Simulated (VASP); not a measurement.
# BN (R3m) in VASP: a series of runs

Runs on BN. Level: PBE+D3(BJ). Tasks: single point.

Everything below comes from runs of VASP 6.6.1. Logs are shortened: lines on timing, memory, paths and dates and some standing lists are left out, and cuts for length are marked.

### 1 The cell of the first run

The structure is trigonal, space group R3m (No. 160). Conventional cell: a = 2.506 Å, b = 2.506 Å, c = 9.489 Å, α = 90.00°, β = 90.00°, γ = 120.00°. Within 1.9 Å of B (site symmetry 3m) lie 3 N at 1.45 Å. Within 1.9 Å of N (site symmetry 3m) lie 3 B at 1.45 Å.

### 2 Single point, PBE+D3(BJ) (strain along c alone, the other axes held: -4.0 %, then relaxed in part)

Input file INCAR:

```
PREC = Accurate
ENCUT = 520
EDIFF = 1E-7
ISMEAR = 0
SIGMA = 0.02
LREAL = False
LASPH = True
NELM = 80
ALGO = Normal
ISIF = 2
LWAVE = False
LCHARG = False
GGA = PE
IVDW = 12
NBANDS = 21
```

Input file KPOINTS:

```
regular mesh
0
Gamma
  12 12 4
```

Input file POSCAR:

```
BN
1.0
    2.5061138137      0.0000000000      0.0000000000
   -1.2530569069      2.1703582275      0.0000000000
    0.0000000000      0.0000000000      9.4892652298
B N
3 3
Direct
    0.0000000000      0.0000000000      0.0001943935
    0.6666666667      0.3333333333      0.3335277269
    0.3333333333      0.6666666667      0.6668610602
    0.6666666667      0.3333333333      0.0007059398
    0.3333333333      0.6666666667      0.3340392731
    0.0000000000      0.0000000000      0.6673726065
```

Potentials or basis: VASP PAW PBE potentials, release 64 (B, N).

Launch:

```bash
cat potpaw_PBE.64/B/POTCAR potpaw_PBE.64/N/POTCAR > POTCAR
mpirun -np 1 vasp_std > vasp.out
```

OUTCAR:

```text
PREC = Accurate
   ENCUT = 520
   EDIFF = 1E-7
   ISMEAR = 0
   LREAL = False
   LASPH = True
   NELM = 80
   ISIF = 2
   GGA = PE
   IVDW = 12
 IVDW          = 12

 ion  position               nearest neighbor table
   1  0.000  0.000  0.000-   4 1.45   4 1.45   4 1.45
   2  0.667  0.333  0.334-   5 1.45   5 1.45   5 1.45
   3  0.333  0.667  0.667-   6 1.45   6 1.45   6 1.45
   4  0.667  0.333  0.001-   1 1.45   1 1.45   1 1.45
   5  0.333  0.667  0.334-   2 1.45   2 1.45   2 1.45
   6  0.000  0.000  0.667-   3 1.45   3 1.45   3 1.45

  LATTYP: Found a hexagonal cell.
 ALAT       =     2.5061138137
 C/A-ratio  =     3.7864462412

  Lattice vectors:

 A1 = (   2.5061138137,   0.0000000000,   0.0000000000)
 A2 = (  -1.2530569069,   2.1703582275,   0.0000000000)
 A3 = (   0.0000000000,   0.0000000000,   9.4892652298)

Analysis of symmetry for initial positions (statically):
=====================================================================
 Subroutine PRICEL returns following result:

  LATTYP: Found a trigonal (rhomboedric) cell.
 ALAT       =     3.4783133513
 COS(alpha) =     0.7404421445

  Lattice vectors:

 A1 = (   0.0000000002,  -1.4469054851,   3.1630884096)
 A2 = (   1.2530569066,   0.7234527426,   3.1630884106)
 A3 = (  -1.2530569067,   0.7234527424,   3.1630884096)

   3 primitive cells build up your supercell.

 Routine SETGRP: Setting up the symmetry group for a
 hexagonal supercell.

 Subroutine GETGRP returns: Found  6 space group operations
 (whereof  6 operations were pure point group operations)
 out of a pool of 24 trial point group operations.

The static configuration has the point symmetry C_3v.

Analysis of symmetry for dynamics (positions and initial velocities):
=====================================================================
 Subroutine PRICEL returns following result:

  LATTYP: Found a trigonal (rhomboedric) cell.
 ALAT       =     3.4783133513
 COS(alpha) =     0.7404421445

  Lattice vectors:

 A1 = (   0.0000000002,  -1.4469054851,   3.1630884096)
 A2 = (   1.2530569066,   0.7234527426,   3.1630884106)
 A3 = (  -1.2530569067,   0.7234527424,   3.1630884096)

   3 primitive cells build up your supercell.

 Routine SETGRP: Setting up the symmetry group for a
 hexagonal supercell.

 Subroutine GETGRP returns: Found  6 space group operations
 (whereof  6 operations were pure point group operations)
 out of a pool of 24 trial point group operations.

The dynamic configuration has the point symmetry C_3v.

 Subroutine INISYM returns: Found  6 space group operations
 (whereof  6 operations are pure point group operations),
 and found     3 'primitive' translations

----------------------------------------------------------------------------------------

                                     Primitive cell

  volume of cell :      17.2046

  direct lattice vectors                    reciprocal lattice vectors
     0.000000000 -1.446905485  3.163088410    -0.000000000 -0.460753431  0.105382237
     1.253056907  0.723452743  3.163088411     0.399024176  0.230376716  0.105382237
    -1.253056907  0.723452742  3.163088410    -0.399024176  0.230376715  0.105382237

  length of vectors
     3.478313351  3.478313352  3.478313351     0.472651182  0.472651182  0.472651182

  position of ions in fractional coordinates (direct lattice)
     0.000194394  0.000194394  0.000194394
     0.667372607  0.667372607  0.667372607

  ion indices of the primitive-cell ions
   primitive index   ion index
                 1           1
                 2           6

----------------------------------------------------------------------------------------

 KPOINTS: regular mesh

Automatic generation of k-mesh.
 Grid dimensions read from file:
 generate k-points for:   12   12    4

 Generating k-lattice:

  Cartesian coordinates                     Fractional coordinates (reciprocal lattice)
     0.033252015  0.019198060  0.000000000     0.083333333  0.000000000  0.000000000
     0.000000000  0.038396119  0.000000000     0.000000000  0.083333333  0.000000000
     0.000000000  0.000000000  0.026345559     0.000000000  0.000000000  0.250000000

  Length of vectors
     0.038396119  0.038396119  0.026345559

  Shift w.r.t. Gamma in fractional coordinates (k-lattice)
     0.000000000  0.000000000  0.000000000

 Subroutine IBZKPT returns following result:
 ===========================================

 Found     69 irreducible k-points:

 Following reciprocal coordinates:
            Coordinates               Weight
  0.000000  0.000000  0.000000      1.000000
  0.083333  0.000000  0.000000      6.000000
  0.166667  0.000000  0.000000      6.000000
  0.250000  0.000000  0.000000      6.000000
  0.333333  0.000000  0.000000      6.000000
  0.416667  0.000000  0.000000      6.000000
[... 16 lines left out ...]
  0.166667  0.000000  0.250000      6.000000
  0.000000  0.166667  0.250000      6.000000
 [... further k-points ...]
[... 34 lines left out ...]
   EFERMI_NEDOS =   21; number of points for ismear=-14 and -15
   IALGO  =     38    algorithm
   IMIX   =      4    mixing-type and parameters
     AMIX     =   0.40;   BMIX     =  1.00
     AMIX_MAG =   1.60;   BMIX_MAG =  1.00
  volume/ion in A,a.u.               =       8.60        58.05
  Fermi-wavevector in a.u.,A,eV,Ry     =   1.268305  2.396749 21.886293  1.608597
  Thomas-Fermi vector in A             =   2.401407
   LORBIT       =      0    0 simple, 1 ext, 2 COOP (PROOUT), +10 PAW based schemes
   GGA     = PE    functional components
   LHFCALC =     F    Hartree Fock is set to
   AEXX    =    0.0000 exact exchange contribution
   IVDW    =    12    specifies the selected vdW correction
   LEPSILON=     F    determine dielectric tensor
   LRPA    =     F    only Hartree local field effects (RPA)
 non-spin polarized calculation
 Gauss-broadening in eV      SIGMA  =   0.02
  energy-cutoff  :      520.00
  volume of cell :       51.61
 maximum number of plane-waves:      1415
 NGX is ok and might be reduce to    20
   NGX =  9   NGY =  9   NGZ = 35

 number of electron      23.9999997 magnetization

 Free energy of the ion-electron system (eV)
  ---------------------------------------------------
  ext. energy  EPLUGINS =         0.00000000
  ---------------------------------------------------
  free energy    TOTEN  =       -52.67216452 eV

  energy without entropy =      -52.67216452  energy(sigma->0) =      -52.67216452

 E-fermi :   2.7802     XC(G=0): -10.3967

 val. band max:        2.6703163979   @ k =   0.3333   0.2500   0.2500
 cond. band min:       6.7727488579   @ k =   0.5000   0.0000   0.0000
 fundamental gap:      4.1024324600
 Fermi energy:         2.7802125319

 k-point     1 :       0.0000    0.0000    0.0000
  band No.  band energies     occupation
      1     -15.1882      2.00000
      2     -14.8817      2.00000
      3     -14.8817      2.00000
      4      -3.2092      2.00000
      5      -3.2092      2.00000
      6      -1.1179      2.00000
[... 13 lines left out ...]
     20      14.3051      0.00000
     21      14.3051      0.00000

 k-point     2 :       0.0833    0.0000    0.0000
  band No.  band energies     occupation
      1     -15.0515      2.00000
      2     -14.7495      2.00000
      3     -14.7495      2.00000
      4      -3.0270      2.00000
      5      -3.0268      2.00000
      6      -0.9551      2.00000
[... 13 lines left out ...]
     20      14.8127      0.00000
     21      14.8952      0.00000

 k-point     3 :       0.1667    0.0000    0.0000
  band No.  band energies     occupation
      1     -14.6488      2.00000
      2     -14.3608      2.00000
      3     -14.3605      2.00000
      4      -2.4917      2.00000
      5      -2.4901      2.00000
      6      -0.6495      2.00000
[... 13 lines left out ...]
     20      15.6581      0.00000
     21      15.7917      0.00000
[... 457 lines left out ...]
 k-point    23 :       0.1667    0.0000    0.2500
  band No.  band energies     occupation
      1     -14.6245      2.00000
      2     -14.4603      2.00000
      3     -14.2848      2.00000
      4      -2.8783      2.00000
      5      -1.9192      2.00000
      6      -0.7833      2.00000
[... 13 lines left out ...]
     20      14.9472      0.00000
     21      16.4066      0.00000

 k-point    24 :       0.0000    0.1667    0.2500
  band No.  band energies     occupation
      1     -14.6242      2.00000
      2     -14.4608      2.00000
      3     -14.2846      2.00000
      4      -2.8795      2.00000
      5      -1.9191      2.00000
      6      -0.7574      2.00000
[... 13 lines left out ...]
     20      15.0255      0.00000
     21      16.4257      0.00000

 [... further k-points ...]

------------------------ aborting loop because EDIFF is reached ----------------------------------------

 Edisp (eV)   -0.89690

 E8    (eV) :    -0.2643

  FORCE on cell =-STRESS in cart. coord.  units (eV):
  Direction    XX          YY          ZZ          XY          YZ          ZX
  --------------------------------------------------------------------------------------
  -------------------------------------------------------------------------------------
  Total       0.01788     0.01788     0.44261    -0.00000     0.00000     0.00000
  in kB       0.55501     0.55501    13.73943    -0.00000     0.00000     0.00000
  external pressure =        4.95 kB  Pullay stress =        0.00 kB

 VOLUME and BASIS-vectors are now :
 -----------------------------------------------------------------------------
  energy-cutoff  :      520.00
  volume of cell :       51.61
      direct lattice vectors                 reciprocal lattice vectors
     2.506113814  0.000000000  0.000000000     0.399024176  0.230376716  0.000000000
    -1.253056907  2.170358227  0.000000000     0.000000000  0.460753431  0.000000000
     0.000000000  0.000000000  9.489265230     0.000000000  0.000000000  0.105382237

 POSITION                                       TOTAL-FORCE (eV/Angst)
 -----------------------------------------------------------------------------------
      0.00000      0.00000      0.00184         0.000000     -0.000000      0.002005
      1.25306      0.72345      3.16493         0.000000     -0.000000      0.002005
     -0.00000      1.44691      6.32802         0.000000     -0.000000      0.002005
      1.25306      0.72345      0.00670        -0.000000      0.000000     -0.002005
     -0.00000      1.44691      3.16979        -0.000000      0.000000     -0.002005
      0.00000      0.00000      6.33288        -0.000000      0.000000     -0.002005
 -----------------------------------------------------------------------------------
    total drift:                               -0.000000     -0.000000      0.000250

  FREE ENERGIE OF THE ION-ELECTRON SYSTEM (eV)
  ---------------------------------------------------
  free  energy   TOTEN  =       -53.5690682387 eV

  energy  without entropy=      -53.5690682387  energy(sigma->0) =      -53.56906824
```

It took 1.8 min on 1 thread of Intel Xeon 8259CL, shared host; peak memory 0.22 GiB.

Results:

- Free energy: -53.5691 eV
- Pressure: 0.5 GPa
- Band gap on the k mesh: 4.10 eV
- Dispersion energy per atom: -0.149 eV

Forces in eV/Å, atoms in the order of the input:
```
B    0.000  0.000  0.002
B    0.000  0.000  0.002
B    0.000  0.000  0.002
N    0.000  0.000 -0.002
N    0.000  0.000 -0.002
N    0.000  0.000 -0.002
```

Levels at points of the mesh, in eV from the valence-band top:
| k point | band 10 | band 11 | band 12 | band 13 | band 14 | band 15 |
| --- | --- | --- | --- | --- | --- | --- |
| (0.00, 0.00, 0.00) | -1.33 | -1.31 | -1.31 | 5.56 | 9.42 | 9.42 |
| (0.50, 0.00, 0.00) | -1.32 | -0.79 | -0.79 | 4.10 | 5.27 | 5.27 |
| (0.00, 0.00, 0.50) | -1.32 | -1.32 | -1.32 | 6.89 | 6.89 | 10.76 |
| (0.50, 0.00, 0.50) | -1.20 | -1.20 | -0.50 | 4.58 | 4.58 | 5.35 |

Caveat: the cell differs from its parent crystal (strain along c alone, the other axes held: -4.0 %, then relaxed in part).

### 3 Single point, PBE+D3(BJ) (strain along c alone, the other axes held: -2.0 %, then relaxed in part)

Input file INCAR:

```
PREC = Accurate
ENCUT = 520
EDIFF = 1E-6
ISMEAR = 0
SIGMA = 0.02
LREAL = False
LASPH = True
NELM = 100
ALGO = Normal
ISIF = 2
LWAVE = False
LCHARG = True
GGA = PE
IVDW = 12
LELF = True
LVHAR = True
NBANDS = 21
```

KPOINTS is that of step 2.

Input file POSCAR:

```
BN
1.0
    2.5061138137      0.0000000000      0.0000000000
   -1.2530569069      2.1703582275      0.0000000000
    0.0000000000      0.0000000000      9.6869582554
B N
3 3
Direct
    0.0000000000      0.0000000000      0.0002499190
    0.6666666667      0.3333333333      0.3335832523
    0.3333333333      0.6666666667      0.6669165856
    0.6666666667      0.3333333333      0.0006504144
    0.3333333333      0.6666666667      0.3339837477
    0.0000000000      0.0000000000      0.6673170810
```

Potentials or basis: VASP PAW PBE potentials, release 64 (B, N).

Launch:

```bash
cat potpaw_PBE.64/B/POTCAR potpaw_PBE.64/N/POTCAR > POTCAR
mpirun -np 1 vasp_std > vasp.out
```

It took 86 s on 1 thread of Intel Xeon 8259CL, shared host; peak memory 0.22 GiB.

Results (log left out):

```yaml
Free_energy: -53.5765 eV
Pressure: 0.3 GPa
Band_gap_on_the_k_mesh: 4.18 eV
Dispersion_energy_per_atom: -0.146 eV
```

Forces on the atoms (eV/Å):
```
B    0.000  0.000  0.002
B    0.000  0.000  0.002
B    0.000  0.000  0.002
N    0.000  0.000 -0.002
N    0.000  0.000 -0.002
N    0.000  0.000 -0.002
```

Stress tensor (GPa, compression positive):
```
0.12 0.00 0.00
0.00 0.12 0.00
0.00 0.00 0.54
```

Levels at points of the mesh, in eV from the valence-band top:
```csv
k point,band 10,band 11,band 12,band 13,band 14,band 15
"(0.00, 0.00, 0.00)",-1.31,-1.29,-1.29,5.44,9.19,9.19
"(0.50, 0.00, 0.00)",-1.25,-0.77,-0.77,4.18,5.25,5.25
"(0.00, 0.00, 0.50)",-1.29,-1.29,-1.29,6.71,6.71,10.57
"(0.50, 0.00, 0.50)",-1.13,-1.13,-0.52,4.61,4.61,5.34
```

Caveat: the cell differs from its parent crystal (strain along c alone, the other axes held: -2.0 %, then relaxed in part). A k mesh can miss the band edges.

### 4 Single point, PBE+D3(BJ)

This run uses another cell than the first one, of 8.96 Å³/atom.

Input file INCAR:

```
SYSTEM = BN
  ALGO = Normal
  EDIFF = 1E-7
  ENCUT = 520
  GGA = PE
  ISIF = 2
  ISMEAR = 0
  IVDW = 12
  LASPH = .TRUE.
  LCHARG = .TRUE.
  LELF = .TRUE.
  LREAL = .FALSE.
  LVHAR = .TRUE.
  LWAVE = .FALSE.
  NBANDS = 21
  NELM = 60
  PREC = Accurate
  SIGMA = 0.02
```

Input file KPOINTS:

```
k-points
0
G
  12 12 4
  0 0 0
```

Input file POSCAR:

```
BN
1.0
    2.5061138137      0.0000000000      0.0000000000
   -1.2530569069      2.1703582275      0.0000000000
    0.0000000000      0.0000000000      9.8846512810
B N
3 3
Direct
    0.0000000000      0.0000000000      0.0003024559
    0.6666666667      0.3333333333      0.3336357892
    0.3333333333      0.6666666667      0.6669691226
    0.6666666667      0.3333333333      0.0005978774
    0.3333333333      0.6666666667      0.3339312108
    0.0000000000      0.0000000000      0.6672645441
```

Launch:

```bash
cat potpaw_PBE.64/B/POTCAR potpaw_PBE.64/N/POTCAR > POTCAR
mpirun -np 1 vasp_std > vasp.out
```

Run time: 1.9 min. Hardware: 1 thread of Intel Xeon 8259CL, shared host; peak memory 0.21 GiB.

It converged, with:

```
Free energy                : -53.5788 eV
Pressure                   : 0.1 GPa
Band gap on the k mesh     : 4.23 eV
Dispersion energy per atom : -0.142 eV
```

Stress tensor (GPa, compression positive):
```
 0.18  0.00  0.00
 0.00  0.18  0.00
 0.00  0.00 -0.15
```

Levels at points of the mesh, in eV from the valence-band top:
```
           k point  band 10  band 11  band 12  band 13  band 14  band 15
(0.00, 0.00, 0.00)    -1.30    -1.28    -1.28     5.32     8.95     8.95
(0.50, 0.00, 0.00)    -1.20    -0.77    -0.77     4.23     5.21     5.21
(0.00, 0.00, 0.50)    -1.28    -1.28    -1.28     6.52     6.52    10.37
(0.50, 0.00, 0.50)    -1.09    -1.09    -0.55     4.62     4.62     5.32
```

A k mesh can miss the band edges.

### 5 Single point, PBE+D3(BJ) (strain along c alone, the other axes held: +2.0 %, then relaxed in part)

Input file INCAR:

```
ALGO = Normal
EDIFF = 1E-6
ENCUT = 520
GGA = PE
ISIF = 2
ISMEAR = 0
IVDW = 12
LASPH = True
LCHARG = False
LREAL = False
LWAVE = False
NBANDS = 21
NELM = 80
PREC = Accurate
SIGMA = 0.02
```

Input file KPOINTS:

```
k-points
0
Gamma
  12 12 4
```

Input file POSCAR:

```
BN
1.0
    2.5061138137      0.0000000000      0.0000000000
   -1.2530569069      2.1703582275      0.0000000000
    0.0000000000      0.0000000000     10.0823443066
B N
3 3
Direct
    0.0000000000      0.0000000000      0.0003436670
    0.6666666667      0.3333333333      0.3336770004
    0.3333333333      0.6666666667      0.6670103337
    0.6666666667      0.3333333333      0.0005566663
    0.3333333333      0.6666666667      0.3338899996
    0.0000000000      0.0000000000      0.6672233330
```

Launch:

```bash
cat potpaw_PBE.64/B/POTCAR potpaw_PBE.64/N/POTCAR > POTCAR
mpirun -np 1 vasp_std > vasp.out
```

Wall time 96 s (1 thread of Intel Xeon 8259CL, shared host); peak memory 0.21 GiB.

It converged, with:

| Item | Value |
| --- | --- |
| Free energy | -53.5771 eV |
| Pressure | -0.1 GPa |
| Band gap on the k mesh | 4.27 eV |
| Dispersion energy per atom | -0.139 eV |

Forces in eV/Å, atoms in the order of the input:
```
B    0.000  0.000 -0.002
B    0.000  0.000 -0.002
B    0.000  0.000 -0.002
N    0.000  0.000  0.002
N    0.000  0.000  0.002
N    0.000  0.000  0.002
```

Stress tensor (GPa, compression positive):
```
 0.24  0.00  0.00
 0.00  0.24  0.00
 0.00  0.00 -0.65
```

Levels at points of the mesh, in eV from the valence-band top:
```
           k point  band 8  band 9  band 10  band 11  band 12  band 13  band 14  band 15  band 16  band 17
(0.00, 0.00, 0.00)   -1.30   -1.30    -1.30    -1.29    -1.29     5.19     8.70     8.70    11.59    11.59
(0.50, 0.00, 0.00)   -4.08   -4.08    -1.17    -0.78    -0.78     4.27     5.16     5.17     9.76     9.76
(0.00, 0.00, 0.50)   -1.31   -1.30    -1.30    -1.30    -1.30     6.33     6.33    10.14    11.57    11.57
(0.50, 0.00, 0.50)   -4.10   -4.06    -1.07    -1.07    -0.59     4.62     4.62     5.28     9.82     9.82
```

Caveat: the cell differs from its parent crystal (strain along c alone, the other axes held: +2.0 %, then relaxed in part). A k mesh can miss the band edges.

### 6 The runs side by side

| cell | gap on the mesh (eV) | pressure (GPa) |
| --- | --- | --- |
| a = 2.506, b = 2.506, c = 9.489 Å, angles 90.0, 90.0, 120.0°, 6 atoms | 4.10 | 0.5 |
| a = 2.506, b = 2.506, c = 9.687 Å, angles 90.0, 90.0, 120.0°, 6 atoms | 4.18 | 0.3 |
| a = 2.506, b = 2.506, c = 9.885 Å, angles 90.0, 90.0, 120.0°, 6 atoms | 4.23 | 0.1 |
| a = 2.506, b = 2.506, c = 10.082 Å, angles 90.0, 90.0, 120.0°, 6 atoms | 4.27 | -0.1 |

Alike in all rows: task single point; level PBE+D3(BJ); potentials or basis VASP PAW PBE potentials, release 64 (B, N); no spin polarisation; k mesh 12 × 12 × 4; cutoff (eV) 520; smearing gaussian 0.02 eV.

Absolute energies hang on the potentials; compare differences alone.
